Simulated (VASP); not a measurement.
# GaN (F-43m) in VASP: a series of runs, part 2 of 2

VASP 6.6.1.

## (3) Relaxation of cell and atoms, LDA

This run uses another cell than the first one, of 11.44 Å³/atom, 1.035 times its volume.

Contents of INCAR:

```
SYSTEM = GaN
PREC = Accurate
ENCUT = 600
EDIFF = 1E-6
ISMEAR = -1
SIGMA = 0.05
LREAL = .False.
LASPH = .True.
NELM = 100
ALGO = Normal
ISIF = 3
LWAVE = .False.
LCHARG = .False.
IBRION = 2
NSW = 100
EDIFFG = -0.002
```

Contents of KPOINTS:

```
Automatic mesh
0
Gamma
  16 16 16
  0 0 0
```

Contents of POSCAR:

```
GaN
1.0
    0.0000000000      2.2535006075      2.2535006075
    2.2535006075      0.0000000000      2.2535006075
    2.2535006075      2.2535006075      0.0000000000
Ga N
1 1
Direct
    0.0000000000      0.0000000000      0.0000000000
    0.2500000000      0.2500000000      0.2500000000
```

Potentials or basis: VASP PAW LDA potentials, release 64 (Ga_d, N).

On the command line:

```bash
cat potpaw_LDA.64/Ga_d/POTCAR potpaw_LDA.64/N/POTCAR > POTCAR
mpirun -np 1 vasp_std > vasp.out
```

OUTCAR:

```text
SYSTEM = GaN
   PREC = Accurate
   ENCUT = 600
   EDIFF = 1E-6
   ISMEAR = -1
   LREAL = .False.
   LASPH = .True.
   NELM = 100
   ISIF = 3
   IBRION = 2
   NSW = 100
   EDIFFG = -0.002

 ion  position               nearest neighbor table
   1  0.000  0.000  0.000-   2 1.95   2 1.95   2 1.95   2 1.95
   2  0.250  0.250  0.250-   1 1.95   1 1.95   1 1.95   1 1.95

  LATTYP: Found a face centered cubic cell.
 ALAT       =     4.5070012150

  Lattice vectors:

 A1 = (   0.0000000000,   2.2535006075,   2.2535006075)
 A2 = (   2.2535006075,   0.0000000000,   2.2535006075)
 A3 = (   2.2535006075,   2.2535006075,   0.0000000000)

Analysis of symmetry for initial positions (statically):
=====================================================================
 Subroutine PRICEL returns:
 Original cell was already a primitive cell.
[... 374 lines left out ...]
      5      -7.8790      2.00000
      6      -7.8790      2.00000
      7       5.3566      2.00000
      8       5.3566      2.00000
      9       5.3567      2.00000
     10       7.2937      0.00000
     11      15.6489      0.00000
     12      15.6489      0.00000
     13      15.6489      0.00000
[... 354 lines left out ...]
  band No.  band energies     occupation
      1     -10.5791      2.00000
      2      -8.2143      2.00000
      3      -8.2078      2.00000
      4      -8.1894      2.00000
      5      -7.8849      2.00000
      6      -7.8761      2.00000
      7       4.3136      2.00000
      8       5.0795      2.00000
      9       5.3082      2.00000
     10       8.1538      0.00000
     11      15.1160      0.00000
     12      15.8034      0.00000
     13      15.8582      0.00000

 [... further k-points ...]

------------------------ aborting loop because EDIFF is reached ----------------------------------------

  FORCE on cell =-STRESS in cart. coord.  units (eV):
  Direction    XX          YY          ZZ          XY          YZ          ZX
  --------------------------------------------------------------------------------------
  -------------------------------------------------------------------------------------
  Total       -0.0006914     -0.0006914     -0.0006914      0.0000000     -0.0000000      0.0000000
  in kB       -0.0498267     -0.0498267     -0.0498267      0.0000000     -0.0000000      0.0000000
  external PRESSURE =      -0.0498267 kB  Pullay stress =       0.0000000 kB
[... 17 lines left out ...]
  FREE ENERGIE OF THE ION-ELECTRON SYSTEM (eV)
  ---------------------------------------------------
  free  energy   TOTEN  =       -13.9454363261 eV

  energy  without entropy=      -13.9454363261  energy(sigma->0) =      -13.94543633

 reached required accuracy - stopping structural energy minimisation
```

CONTCAR:

```text
GaN
   1.00000000000000
    -0.0000000000000000    2.2317286267811585    2.2317286267811585
     2.2317286267811585   -0.0000000000000000    2.2317286267811585
     2.2317286267811585    2.2317286267811585    0.0000000000000000
  Ga              N
     1     1
Direct
     0.0000000000000000    0.0000000000000000    0.0000000000000000
     0.2500000000000000    0.2500000000000000    0.2500000000000000

  0.00000000E+00  0.00000000E+00  0.00000000E+00
  0.00000000E+00  0.00000000E+00  0.00000000E+00
```

Wall time 65 s (1 thread of Intel Xeon 6975P-C (Granite Rapids), shared host); peak memory 0.19 GiB.

What came out:

```yaml
Free_energy: -13.9454 eV
Relaxed_volume: 11.12 Å³/atom
Relaxed_cell: a = 3.156 Å, b = 3.156 Å, c = 3.156 Å, α = 60.00°, β = 60.00°, γ = 60.00°
Space_group_after_relaxing_to_0.05_Å: F-43m (No. 216)
Energy_gained_by_relaxing: 6.0 meV/atom
Ionic_steps: 6
Pressure_after_relaxing: 0.0 GPa
Band_gap_on_the_k_mesh: 1.94 eV, direct
```

The path:
| step | energy change (eV) | largest force (eV/Å) | pressure (GPa) | volume (Å³) |
| --- | --- | --- | --- | --- |
| 1 | 0.0000 | 0.0000 | -5.59 | 22.89 |
| 2 | -0.0003 | 0.0000 | 6.10 | 21.59 |
| 3 | -0.0120 | 0.0000 | 0.07 | 22.22 |
| 4 | -0.0120 | 0.0000 | -0.17 | 22.23 |
| 5 | -0.0120 | 0.0000 | -0.18 | 22.23 |
| 6 | -0.0120 | 0.0000 | 0.00 | 22.23 |

Final structure:
```
Ga N
1.0
     0.00000    2.23173    2.23173
     2.23173    0.00000    2.23173
     2.23173    2.23173    0.00000
Ga N
1 1
Cartesian
  0.0000 0.0000 0.0000
  1.1159 1.1159 1.1159
```

A k mesh can miss the band edges.
